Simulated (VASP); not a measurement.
HPt12: single point with PBE

The system is HPt12, a slab with vacuum.

```xyz
13
Lattice="5.6143 0.0000 0.0000 0.0000 5.6143 0.0000 0.0000 0.0000 19.3514" Properties=species:S:1:pos:R:3 pbc="T T T"
Pt    1.4036    1.4036    4.0000
Pt    1.4036    4.2107    4.0000
Pt    4.2107    1.4036    4.0000
Pt    4.2107    4.2107    4.0000
Pt    0.0000    0.0000    5.9264
Pt    0.0000    2.8072    5.9264
Pt    2.8072    0.0000    5.9264
Pt    2.8072    2.8072    5.9264
Pt    1.4036    1.4036    7.8514
Pt    1.4036    4.2107    7.8514
Pt    4.2107    1.4036    7.8514
Pt    4.2107    4.2107    7.8514
H     1.8714    2.8072    8.8319
```

- Program: VASP 6.6.1
- Task: single point
- Functional: PBE
- Potentials or basis: VASP PAW PBE potentials, release 64 (Pt, H)
- Cutoff: 520 eV
- k mesh: 5 × 5 × 1
- Occupations: gaussian, width 0.1 eV
- Spin: no spin polarisation
- Dipole correction: yes
- Further INCAR settings: ALGO = Normal; EDIFF = 1e-06; NBANDS = 72

```yaml
Largest_force: 0.370 eV/Å
Band_gap_on_the_k_mesh: zero (an odd number of electrons rules out a gap without spin polarisation)
```

Forces on the atoms (eV/Å):
```
Pt  -0.017 -0.063  0.037
Pt  -0.017  0.063  0.037
Pt  -0.022 -0.006 -0.104
Pt  -0.022  0.006 -0.104
Pt  -0.018  0.000  0.108
Pt  -0.135  0.000 -0.243
Pt   0.063  0.000 -0.144
Pt   0.145  0.000 -0.329
Pt   0.078 -0.148  0.330
Pt   0.078  0.148  0.330
Pt   0.062 -0.081  0.039
Pt   0.062  0.081  0.039
H   -0.260  0.000  0.002
```

Levels at points of the mesh, in eV from the Fermi level:
```tsv
k point	band 58	band 59	band 60	band 61	band 62	band 63
(0.00, 0.00, 0.00)	0.06	0.11	0.11	0.35	0.38	0.73
```

It took 13 min on 1 thread of Intel(R) Xeon(R) 6975P-C (Granite Rapids), on a shared host, peak memory 0.69 GiB.

Caveat: spin-orbit coupling is left out, which moves the levels of the heavy elements.
